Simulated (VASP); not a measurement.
Crystal: Ru.

```
Ru
1.0
     4.10550    0.00000    0.00000
    -2.05275    3.55547    0.00000
     0.00000    0.00000    2.58118
Ru
3
Cartesian
  0.0000 0.0000 0.0000
  0.0000 2.3703 1.2906
  2.0528 1.1852 1.2906
```

This cell differs from its parent crystal: volume scaled by 0.88.

Base run:

| Quantity | Value |
| --- | --- |
| Program | VASP 6.6.1 |
| Functional | revPBE |
| Potentials or basis | VASP PAW PBE potentials, release 64 (Ru_pv) |
| Cutoff | 520 eV |
| k mesh | 10 × 10 × 13 |
| Occupations | fermi-dirac, width 0.1 eV |
| Spin | no spin polarisation |

Its results: band gap on the k mesh zero (band 21 reaches 15.75 eV, above the bottom of band 22 at 13.00 eV); pressure 49.1 GPa.

**Question.** The run is repeated on the same cell with these changes: potentials or basis from VASP PAW PBE potentials, release 64 (Ru_pv) to VASP PAW PBE potentials, release 64 (Ru_sv); cutoff from 520 eV to 600 eV; further incar settings from ALGO = Normal; EDIFF = 1e-06; NBANDS = 28 to ALGO = Normal; EDIFF = 1e-06; NBANDS = 31; valence electrons from 42 to 48. What comes out?

**Answer.** Band gap on the k mesh zero (band 24 reaches 18.26 eV, above the bottom of band 25 at 15.52 eV); pressure 48.4 GPa.

Caveats: the PAW data sets were made with another functional, which shifts forces and pressure a little.
